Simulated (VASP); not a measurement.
# Pb (P6_3/mmc) in VASP: notebook, part 2 of 3

VASP 6.6.1. Earlier steps stand in the parts before.

## (3) Single point, RPBE (volume scaled by 1.04)

File INCAR:

```
SYSTEM = Pb
PREC     = Accurate       ! precision mode
ENCUT    = 520            ! plane-wave cutoff, eV
EDIFF    = 1E-7           ! SCF threshold, eV
ISMEAR   = -1             ! smearing method
SIGMA    = 0.1            ! smearing width, eV
LREAL    = .False.        ! projectors in reciprocal space
LASPH    = .True.         ! aspherical terms in the spheres
NELM     = 100            ! most SCF steps
ALGO     = Normal         ! electronic algorithm
ISIF     = 2              ! what is computed and relaxed
LWAVE    = .False.        ! write WAVECAR
LCHARG   = .False.        ! write CHGCAR
GGA      = RP             ! functional
NBANDS   = 21             ! bands
```

File KPOINTS:

```
regular mesh
0
Gamma
  11 11 6
  0 0 0
```

File POSCAR:

```
Pb
1.0
    3.6499629177      0.0000000000      0.0000000000
   -1.8249814589      3.1609606096      0.0000000000
    0.0000000000      0.0000000000      5.9836385073
Pb
2
Direct
    0.3333333333      0.6666666667      0.2500000000
    0.6666666667      0.3333333333      0.7500000000
```

Potentials or basis: VASP PAW PBE potentials, release 64 (Pb_d).

On the command line:

```sh
> cat potpaw_PBE.64/Pb_d/POTCAR > POTCAR
> mpirun -np 1 vasp_std > vasp.out
```

OUTCAR:

```text
SYSTEM = Pb
   PREC = Accurate
   ENCUT = 520
   EDIFF = 1E-7
   ISMEAR = -1
   LREAL = .False.
   LASPH = .True.
   NELM = 100
   ISIF = 2
   GGA = RP

 ion  position               nearest neighbor table
   1  0.333  0.667  0.250-   2 3.66   2 3.66   2 3.66   2 3.66   2 3.66   2 3.66
   2  0.667  0.333  0.750-   1 3.66   1 3.66   1 3.66   1 3.66   1 3.66   1 3.66

  LATTYP: Found a hexagonal cell.
 ALAT       =     3.6499629177
 C/A-ratio  =     1.6393696709

  Lattice vectors:

[... 764 lines left out ...]

------------------------ aborting loop because EDIFF is reached ----------------------------------------

  FORCE on cell =-STRESS in cart. coord.  units (eV):
  Direction    XX          YY          ZZ          XY          YZ          ZX
  --------------------------------------------------------------------------------------
  -------------------------------------------------------------------------------------
  Total       -0.6272837     -0.6272837     -0.6057000      0.0000000     -0.0000000      0.0000000
  in kB      -14.5579995    -14.5579995    -14.0570841      0.0000000     -0.0000000      0.0000000
  external PRESSURE =     -14.3910277 kB  Pullay stress =       0.0000000 kB

 VOLUME and BASIS-vectors are now :
 -----------------------------------------------------------------------------
  energy-cutoff  :      520.00
  volume of cell :       69.04
      direct lattice vectors                 reciprocal lattice vectors
     3.649962918  0.000000000  0.000000000     0.273975386  0.158179763  0.000000000
    -1.824981459  3.160960610  0.000000000     0.000000000  0.316359526  0.000000000
     0.000000000  0.000000000  5.983638507     0.000000000  0.000000000  0.167122395

 POSITION                                       TOTAL-FORCE (eV/Angst)
 -----------------------------------------------------------------------------------
     -0.00000      2.10731      1.49591         0.000000     -0.000000      0.000000
      1.82498      1.05365      4.48773        -0.000000      0.000000      0.000000
 -----------------------------------------------------------------------------------
    total drift:                                0.000000     -0.000000      0.000000

  FREE ENERGIE OF THE ION-ELECTRON SYSTEM (eV)
  ---------------------------------------------------
  free  energy   TOTEN  =        -6.3390557482 eV

  energy  without entropy=       -6.2974264300  energy(sigma->0) =       -6.31824109
```

OSZICAR:

```text
N       E                     dE             d eps       ncg     rms          rms(c)
DAV:   1     0.292265809639E+03    0.29227E+03   -0.14120E+04  2688   0.157E+03
DAV:   2     0.151662280327E+02   -0.27710E+03   -0.27100E+03  2708   0.399E+02
DAV:   3    -0.563897216175E+01   -0.20805E+02   -0.20608E+02  3296   0.134E+02
DAV:   4    -0.631181660008E+01   -0.67284E+00   -0.67250E+00  3183   0.283E+01
DAV:   5    -0.634536596057E+01   -0.33549E-01   -0.33549E-01  3605   0.577E+00    0.583E-01
DAV:   6    -0.633879562484E+01    0.65703E-02   -0.27838E-02  3677   0.192E+00    0.340E-01
DAV:   7    -0.633864806576E+01    0.14756E-03   -0.12150E-02  3413   0.137E+00    0.133E-01
DAV:   8    -0.633907302716E+01   -0.42496E-03   -0.15396E-03  3264   0.524E-01    0.228E-02
DAV:   9    -0.633905727173E+01    0.15755E-04   -0.42487E-05  3662   0.881E-02    0.118E-02
DAV:  10    -0.633905626862E+01    0.10031E-05   -0.13374E-05  3379   0.397E-02    0.137E-03
DAV:  11    -0.633905595335E+01    0.31528E-06   -0.29474E-07  2759   0.704E-03    0.455E-04
DAV:  12    -0.633905570897E+01    0.24437E-06   -0.36037E-08  1782   0.194E-03    0.248E-04
DAV:  13    -0.633905574824E+01   -0.39266E-07   -0.26920E-08  1704   0.257E-03
   1 F= -.63390557E+01 E0= -.63182411E+01  d E =-.416293E-01
```

stdout:

```text
POSCAR found type information on POSCAR Pb
 POSCAR found :  1 types and       2 ions
 scaLAPACK will be used
 -----------------------------------------------------------------------------
|                                                                             |
|                                                                             |
|     You enforced a specific xc type in the INCAR file but a different       |
|     I HOPE YOU KNOW WHAT YOU ARE DOING!                                     |
|                                                                             |
 -----------------------------------------------------------------------------

 LDA part: xc-table for (Slater+PW92), standard interpolation
 POSCAR, INCAR and KPOINTS ok, starting setup
 FFT: planning ... GRIDC
 FFT: planning ... GRID_SOFT
 FFT: planning ... GRID
 WAVECAR not read
 entering main loop
```

It took 45 s on 1 thread of Intel Xeon 6975P-C (Granite Rapids), shared host; peak memory 0.22 GiB.

What came out:

```yaml
Free_energy: -6.3391 eV
Pressure: -1.4 GPa
Band_gap_on_the_k_mesh: zero (band 14 reaches 11.07 eV, above the bottom of band 15 at 4.72 eV)
```

Caveat: the PAW data sets were made with another functional, which shifts forces and pressure a little; spin-orbit coupling is left out, which moves the levels of the heavy elements.

## (4) Single point, RPBE (volume scaled by 1.08)

File INCAR:

```
SYSTEM = Pb
ALGO = Normal
EDIFF = 1E-7
ENCUT = 520
GGA = RP
ISIF = 2
ISMEAR = -1
LASPH = .True.
LCHARG = .False.
LREAL = .False.
LWAVE = .False.
NBANDS = 21
NELM = 60
PREC = Accurate
SIGMA = 0.1
```

File KPOINTS:

```
k-points
0
Gamma
  11 11 6
  0 0 0
```

File POSCAR:

```
Pb
1.0
    3.6961698852      0.0000000000      0.0000000000
   -1.8480849426      3.2009770173      0.0000000000
    0.0000000000      0.0000000000      6.0593888084
Pb
2
Direct
    0.3333333333      0.6666666667      0.2500000000
    0.6666666667      0.3333333333      0.7500000000
```

On the command line:

```sh
> cat potpaw_PBE.64/Pb_d/POTCAR > POTCAR
> mpirun -np 1 vasp_std > vasp.out
```

Wall time 49 s (1 thread of Intel Xeon 6975P-C (Granite Rapids), shared host); peak memory 0.22 GiB.

Results (log left out):

- Free energy: -6.3084 eV
- Pressure: -2.4 GPa
- Band gap on the k mesh: zero (band 14 reaches 10.51 eV, above the bottom of band 15 at 4.43 eV)

Levels at points of the mesh, in eV from the Fermi level:
```csv
k point,band 10,band 11,band 12,band 13,band 14,band 15,band 16,band 17,band 18,band 19
"(0.00, 0.00, 0.00)",-16.91,-10.71,-8.00,-3.42,4.75,4.75,6.17,6.17,6.23,7.77
"(0.00, 0.00, 0.50)",-16.94,-9.74,-9.74,0.49,0.49,5.43,5.43,5.43,5.43,8.61
```

Caveat: the PAW data sets were made with another functional, which shifts forces and pressure a little; spin-orbit coupling is left out, which moves the levels of the heavy elements.

## (5) Single point, RPBE (volume scaled by 1.12)

File INCAR:

```
ALGO = Normal
EDIFF = 1E-7
ENCUT = 520
GGA = RP
ISIF = 2
ISMEAR = -1
LASPH = T
LCHARG = F
LREAL = F
LWAVE = F
NBANDS = 21
NELM = 100
PREC = Accurate
SIGMA = 0.1
```

File KPOINTS:

```
k-points
0
Gamma
  11 11 6
```

File POSCAR:

```
Pb
1.0
    3.7412495705      0.0000000000      0.0000000000
   -1.8706247853      3.2400171699      0.0000000000
    0.0000000000      0.0000000000      6.1332910773
Pb
2
Direct
    0.3333333333      0.6666666667      0.2500000000
    0.6666666667      0.3333333333      0.7500000000
```

Potentials or basis: VASP PAW PBE potentials, release 64 (Pb_d).

On the command line:

```sh
> cat potpaw_PBE.64/Pb_d/POTCAR > POTCAR
> mpirun -np 1 vasp_std > vasp.out
```

OUTCAR:

```text
EDIFF = 1E-7
   ENCUT = 520
   GGA = RP
   ISIF = 2
   ISMEAR = -1
   LASPH = T
   LREAL = F
   NELM = 100
   PREC = Accurate

 ion  position               nearest neighbor table
   1  0.333  0.667  0.250-   2 3.75   2 3.75   2 3.75   2 3.75   2 3.75   2 3.75
   2  0.667  0.333  0.750-   1 3.75   1 3.75   1 3.75   1 3.75   1 3.75   1 3.75

  LATTYP: Found a hexagonal cell.
 ALAT       =     3.7412495705
 C/A-ratio  =     1.6393696709

  Lattice vectors:

 A1 = (   3.7412495705,   0.0000000000,   0.0000000000)
 A2 = (  -1.8706247853,   3.2400171699,   0.0000000000)
 A3 = (   0.0000000000,   0.0000000000,   6.1332910773)

Analysis of symmetry for initial positions (statically):
=====================================================================
 Subroutine PRICEL returns:
 Original cell was already a primitive cell.

 Routine SETGRP: Setting up the symmetry group for a
 hexagonal supercell.

 Subroutine GETGRP returns: Found 24 space group operations
 (whereof 12 operations were pure point group operations)
 out of a pool of 24 trial point group operations.

The static configuration has the point symmetry D_3d.
 The point group associated with its full space group is D_6h.

Analysis of symmetry for dynamics (positions and initial velocities):
=====================================================================
 Subroutine PRICEL returns:
 Original cell was already a primitive cell.

 Routine SETGRP: Setting up the symmetry group for a
 hexagonal supercell.

 Subroutine GETGRP returns: Found 24 space group operations
 (whereof 12 operations were pure point group operations)
 out of a pool of 24 trial point group operations.

The dynamic configuration has the point symmetry D_3d.
 The point group associated with its full space group is D_6h.

 Subroutine INISYM returns: Found 24 space group operations
 (whereof 12 operations are pure point group operations),
 and found     1 'primitive' translations

----------------------------------------------------------------------------------------

                                     Primitive cell

  volume of cell :      74.3460

  direct lattice vectors                    reciprocal lattice vectors
     3.741249570  0.000000000  0.000000000     0.267290375  0.154320170  0.000000000
    -1.870624785  3.240017170  0.000000000     0.000000000  0.308640340  0.000000000
     0.000000000  0.000000000  6.133291077     0.000000000  0.000000000  0.163044602

  length of vectors
     3.741249570  3.741249570  6.133291077     0.308640340  0.308640340  0.163044602

  position of ions in fractional coordinates (direct lattice)
     0.333333333  0.666666667  0.250000000
     0.666666667  0.333333333  0.750000000

  ion indices of the primitive-cell ions
   primitive index   ion index
                 1           1
                 2           2

----------------------------------------------------------------------------------------

 KPOINTS: k-points

Automatic generation of k-mesh.
 Grid dimensions read from file:
 generate k-points for:   11   11    6

 Generating k-lattice:

  Cartesian coordinates                     Fractional coordinates (reciprocal lattice)
     0.024299125  0.014029106  0.000000000     0.090909091  0.000000000  0.000000000
     0.000000000  0.028058213  0.000000000     0.000000000  0.090909091  0.000000000
     0.000000000  0.000000000  0.027174100     0.000000000  0.000000000  0.166666667

  Length of vectors
     0.028058213  0.028058213  0.027174100

  Shift w.r.t. Gamma in fractional coordinates (k-lattice)
     0.000000000  0.000000000  0.000000000

 Subroutine IBZKPT returns following result:
 ===========================================

 Found     64 irreducible k-points:

 Following reciprocal coordinates:
            Coordinates               Weight
  0.000000  0.000000  0.000000      1.000000
  0.090909  0.000000  0.000000      6.000000
  0.181818  0.000000  0.000000      6.000000
  0.272727  0.000000  0.000000      6.000000
  0.363636  0.000000  0.000000      6.000000
  0.454545 -0.000000  0.000000      6.000000
[... 16 lines left out ...]
  0.090909  0.090909  0.166667     12.000000
  0.181818  0.090909  0.166667     24.000000
 [... further k-points ...]
   k-points           NKPTS =     64   k-points in BZ     NKDIM =     64   number of bands    NBANDS=     21
   number of dos      NEDOS =    301   number of ions     NIONS =      2
   total plane-waves  NPLWV =  37632
   dimension x,y,z NGX =    28 NGY =   28 NGZ =   48
   dimension x,y,z NGXF=    56 NGYF=   56 NGZF=   96
   ions per type =               2
   NGX,Y,Z   is equivalent  to a cutoff of  12.44, 12.44, 13.01 a.u.
   NGXF,Y,Z  is equivalent  to a cutoff of  24.88, 24.88, 26.02 a.u.
 SYSTEM =  unknown system
   PREC   = accura    normal or accurate (medium, high low for compatibility)
   ISTART =      0    job   : 0-new  1-cont  2-samecut
   ICHARG =      2    charge: 1-file 2-atom 10-const
   ISPIN  =      1    spin polarized calculation?
   LNONCOLLINEAR =      F non collinear calculations
   LSORBIT =      F    spin-orbit coupling
   LASPH  =      T    aspherical Exc in radial PAW
   ENCUT  =  520.0 eV  38.22 Ry    6.18 a.u.   6.96  6.96 11.40*2*pi/ulx,y,z
   NELM   =    100;   NELMIN=  2; NELMDL= -5     # of ELM steps
   EDIFF  = 0.1E-06   stopping-criterion for ELM
   LREAL  =      F    real-space projection
   EDIFFG = 0.1E-05   stopping-criterion for IOM
   NSW    =      0    number of steps for IOM
   IBRION =     -1    ionic relax: 0-MD 1-quasi-New 2-CG
   NFREE  =      0    steps in history (QN), initial steepest desc. (CG)
   ISIF   =      2    stress and relaxation
   ISYM   =      2    0-nonsym 1-usesym 2-fastsym
   POTIM  = 0.5000    time-step for ionic-motion
   TEBEG  =    0.0;   TEEND  =   0.0 temperature during run
   PSTRESS=    0.0 pullay stress
   NELECT =      28.0000    total number of electrons
   NUPDOWN=      -1.0000    fix difference up-down
   EMIN   =  10.00;   EMAX   =-10.00  energy-range for DOS
   EFERMI =   0.00;   METHOD = LEGACY
   ISMEAR =    -1;   SIGMA  =   0.10  broadening in eV -4-tet -1-fermi 0-gaus
   EFERMI_NEDOS =   21; number of points for ismear=-14 and -15
   IALGO  =     38    algorithm
   IMIX   =      4    mixing-type and parameters
     AMIX     =   0.40;   BMIX     =  1.00
     AMIX_MAG =   1.60;   BMIX_MAG =  1.00
  volume/ion in A,a.u.               =      37.17       250.86
  Fermi-wavevector in a.u.,A,eV,Ry     =   1.182247  2.234123 19.016980  1.397709
  Thomas-Fermi vector in A             =   2.318505
   LORBIT       =      0    0 simple, 1 ext, 2 COOP (PROOUT), +10 PAW based schemes
   GGA     = RP    functional components
   LHFCALC =     F    Hartree Fock is set to
   AEXX    =    0.0000 exact exchange contribution
   IVDW    =     0    specifies the selected vdW correction
   LEPSILON=     F    determine dielectric tensor
   LRPA    =     F    only Hartree local field effects (RPA)
 non-spin polarized calculation
  energy-cutoff  :      520.00
  volume of cell :       74.35
 maximum number of plane-waves:      2020
 NGX is ok and might be reduce to    28
   NGX = 13   NGY = 13   NGZ = 23

 number of electron      28.0000005 magnetization

 Free energy of the ion-electron system (eV)
  ---------------------------------------------------
  ext. energy  EPLUGINS =         0.00000000
  ---------------------------------------------------
  free energy    TOTEN  =        -6.26386725 eV

  energy without entropy =       -6.21539191  energy(sigma->0) =       -6.23962958

 E-fermi :   5.3347     XC(G=0):  -9.1401

 val. band max:        5.3342535137   @ k =   0.2727   0.1818   0.1667
 cond. band min:       5.3790767954   @ k =   0.1818   0.0909   0.5000
 fundamental gap:      0.0448232817
 Fermi energy:         5.3346506944

 k-point     1 :       0.0000    0.0000    0.0000
  band No.  band energies     occupation
      1     -11.7285      2.00000
      2     -11.7279      2.00000
      3     -11.7144      2.00000
      4     -11.7144      2.00000
      5     -11.7047      2.00000
      6     -11.7047      2.00000
[... 13 lines left out ...]
     20      13.6097      0.00000
     21      15.2531      0.00000
[... 529 lines left out ...]
 k-point    24 :       0.1818    0.0909    0.1667
  band No.  band energies     occupation
      1     -11.7475      2.00000
      2     -11.7210      2.00000
      3     -11.7160      2.00000
      4     -11.6964      2.00000
      5     -11.6867      2.00000
      6     -11.6646      2.00000
[... 13 lines left out ...]
     20      13.6797      0.00000
     21      14.1384      0.00000

 [... further k-points ...]

------------------------ aborting loop because EDIFF is reached ----------------------------------------

  FORCE on cell =-STRESS in cart. coord.  units (eV):
  Direction    XX          YY          ZZ          XY          YZ          ZX
  --------------------------------------------------------------------------------------
  -------------------------------------------------------------------------------------
  Total       -1.4424668     -1.4424668     -1.4458077      0.0000000      0.0000000      0.0000000
  in kB      -31.0855710    -31.0855710    -31.1575667      0.0000000      0.0000000      0.0000000
  external PRESSURE =     -31.1095696 kB  Pullay stress =       0.0000000 kB

 VOLUME and BASIS-vectors are now :
 -----------------------------------------------------------------------------
  energy-cutoff  :      520.00
  volume of cell :       74.35
      direct lattice vectors                 reciprocal lattice vectors
     3.741249570  0.000000000  0.000000000     0.267290375  0.154320170  0.000000000
    -1.870624785  3.240017170  0.000000000     0.000000000  0.308640340  0.000000000
     0.000000000  0.000000000  6.133291077     0.000000000  0.000000000  0.163044602

 POSITION                                       TOTAL-FORCE (eV/Angst)
 -----------------------------------------------------------------------------------
     -0.00000      2.16001      1.53332         0.000000     -0.000000      0.000000
      1.87062      1.08001      4.59997        -0.000000      0.000000      0.000000
 -----------------------------------------------------------------------------------
    total drift:                                0.000000     -0.000000      0.000000

  FREE ENERGIE OF THE ION-ELECTRON SYSTEM (eV)
  ---------------------------------------------------
  free  energy   TOTEN  =        -6.2638672533 eV

  energy  without entropy=       -6.2153919141  energy(sigma->0) =       -6.23962958
```

OSZICAR:

```text
N       E                     dE             d eps       ncg     rms          rms(c)
DAV:   1     0.292696180933E+03    0.29270E+03   -0.14014E+04  2688   0.151E+03
DAV:   2     0.156896775418E+02   -0.27701E+03   -0.27082E+03  2718   0.397E+02
DAV:   3    -0.553372330807E+01   -0.21223E+02   -0.21014E+02  3304   0.135E+02
DAV:   4    -0.623019699426E+01   -0.69647E+00   -0.69617E+00  3177   0.289E+01
DAV:   5    -0.626571502495E+01   -0.35518E-01   -0.35517E-01  3613   0.601E+00    0.550E-01
DAV:   6    -0.626205071964E+01    0.36643E-02   -0.27803E-02  3702   0.179E+00    0.337E-01
DAV:   7    -0.626336901053E+01   -0.13183E-02   -0.13265E-02  3290   0.135E+00    0.133E-01
DAV:   8    -0.626389148718E+01   -0.52248E-03   -0.19296E-03  3160   0.605E-01    0.300E-02
DAV:   9    -0.626386991449E+01    0.21573E-04   -0.56650E-05  3700   0.975E-02    0.167E-02
DAV:  10    -0.626386841247E+01    0.15020E-05   -0.23307E-05  3178   0.597E-02    0.206E-03
DAV:  11    -0.626386779407E+01    0.61840E-06   -0.74862E-07  3486   0.686E-03    0.138E-03
DAV:  12    -0.626386727888E+01    0.51519E-06   -0.59066E-08  1839   0.353E-03    0.346E-04
DAV:  13    -0.626386710551E+01    0.17337E-06   -0.38661E-08  1719   0.297E-03    0.266E-04
DAV:  14    -0.626386723264E+01   -0.12714E-06   -0.57022E-09  1624   0.118E-03    0.277E-05
DAV:  15    -0.626386725331E+01   -0.20669E-07   -0.20712E-09  1564   0.539E-04
   1 F= -.62638673E+01 E0= -.62396296E+01  d E =-.484753E-01
```

stdout:

```text
POSCAR found type information on POSCAR Pb
 POSCAR found :  1 types and       2 ions
 scaLAPACK will be used
 -----------------------------------------------------------------------------
|                                                                             |
|                                                                             |
|     You enforced a specific xc type in the INCAR file but a different       |
|     I HOPE YOU KNOW WHAT YOU ARE DOING!                                     |
|                                                                             |
 -----------------------------------------------------------------------------

 LDA part: xc-table for (Slater+PW92), standard interpolation
 POSCAR, INCAR and KPOINTS ok, starting setup
 FFT: planning ... GRIDC
 FFT: planning ... GRID_SOFT
 FFT: planning ... GRID
 WAVECAR not read
 entering main loop
```

Wall time 44 s (1 thread of Intel Xeon 6975P-C (Granite Rapids), shared host); peak memory 0.23 GiB.

What came out:

* Free energy: -6.2639 eV
* Pressure: -3.1 GPa
* Band gap on the k mesh: zero (band 14 reaches 9.98 eV, above the bottom of band 15 at 4.16 eV)

Caveat: the PAW data sets were made with another functional, which shifts forces and pressure a little; spin-orbit coupling is left out, which moves the levels of the heavy elements.

(Continued in part 3 of 3.)
